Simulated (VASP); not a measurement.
# IrO: single point with r2SCAN

IrO:

```
Ir O
1.0
     2.78580    0.00000    0.00000
     0.00000    2.78580    2.78580
     0.00000    0.00000    5.57160
Ir O
2 2
Direct
  0.00000 0.00000 0.00000
  0.00000 0.00000 0.50000
  0.50000 0.50000 0.00000
  0.50000 0.50000 0.50000
```

- Program: VASP 6.6.1
- Task: single point
- Functional: r2SCAN
- Potentials or basis: VASP PAW PBE potentials, release 64 (Ir, O)
- Cutoff: 520 eV
- k mesh: 16 × 16 × 8
- Occupations: gaussian, width 0.1 eV
- Spin: collinear spin
- Starting moments: [1.0, -1.0, 0.0, 0.0] μB

```yaml
Pressure: 1.6 GPa
Band_gap_on_the_k_mesh: zero (filled and empty bands overlap)
Net_moment: 0.00 μB per cell
Valence_electrons_inside_the_program's_atomic_spheres: Ir 7.90; O 4.83
```

Levels at points of the mesh, in eV from the Fermi level:
Spin up:
```csv
k point,band 13,band 14,band 15,band 16,band 17,band 18
"(0.00, 0.00, 0.00)",-2.11,-1.88,-1.88,-0.25,-0.25,-0.25
"(0.50, 0.00, 0.00)",0.93,1.48,1.48,1.48,1.48,1.48
"(0.00, 0.50, 0.00)",0.00,0.00,0.93,0.93,0.93,0.93
"(0.50, 0.50, 0.00)",-1.88,-1.88,-1.88,-1.88,1.35,1.35
"(0.00, 0.00, 0.50)",-1.40,-1.40,-1.11,-1.11,0.55,0.55
"(0.50, 0.00, 0.50)",-1.78,-1.78,0.68,0.68,1.19,1.19
```
Spin down:
```csv
k point,band 11,band 12,band 13,band 14,band 15,band 16,band 17,band 18,band 19,band 20
"(0.00, 0.00, 0.00)",-3.55,-2.77,-2.11,-1.88,-1.88,-0.25,-0.25,-0.25,1.35,6.89
"(0.50, 0.00, 0.00)",0.00,0.93,0.93,1.48,1.48,1.48,1.48,1.48,5.67,6.78
"(0.00, 0.50, 0.00)",-0.07,-0.07,0.00,0.00,0.93,0.93,0.93,0.93,5.67,5.67
"(0.50, 0.50, 0.00)",-2.77,-2.77,-1.88,-1.88,-1.88,-1.88,1.35,1.35,6.89,6.89
"(0.00, 0.00, 0.50)",-1.68,-1.68,-1.40,-1.40,-1.11,-1.11,0.55,0.55,3.41,3.41
"(0.50, 0.00, 0.50)",-1.91,-1.91,-1.78,-1.78,0.68,0.68,1.19,1.19,6.07,6.07
```

Run time: 51 min on 1 thread of Oxide Virtual Turin-like Processor (shared host), peak memory 0.46 GiB.

Caveat: the PAW data sets were made with another functional, which shifts forces and pressure a little; spin-orbit coupling is left out, which moves the levels of the heavy elements.
